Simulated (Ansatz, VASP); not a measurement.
## KCl: VASP beside Ansatz

```xyz
2
Lattice="0.0000 3.1419 3.1419 3.1419 0.0000 3.1419 3.1419 3.1419 0.0000" Properties=species:S:1:pos:R:3 pbc="T T T"
K     0.0000    0.0000    0.0000
Cl    3.1419    3.1419    3.1419
```

Alike in both runs: task single point; functional LDA; k mesh 6 × 6 × 6; occupations gaussian, width 0.1 eV; no spin polarisation.

|  | VASP | Ansatz |
| --- | --- | --- |
| version | VASP 6.6.1 | Ansatz 0.2.0 |
| potentials or method | VASP PAW LDA potentials, release 64 (K_sv, Cl), cutoff 500 eV | scalar-relativistic, plane waves, PAW |
| valence electrons in the cell | 16 | 16 |

|  | VASP | Ansatz | Ansatz less VASP |
| --- | --- | --- | --- |
| gap on the k mesh at the Fermi level (eV) | 4.76 | 4.76 | -0.004 |
| least direct gap on the mesh (eV) | 4.76 | 4.76 | -0.004 |
| pressure (GPa) | -1.9 | -1.9 | -0.03 |

LDA's correlation is that of Perdew and Zunger in VASP and of Perdew and Wang (1992) in Ansatz.
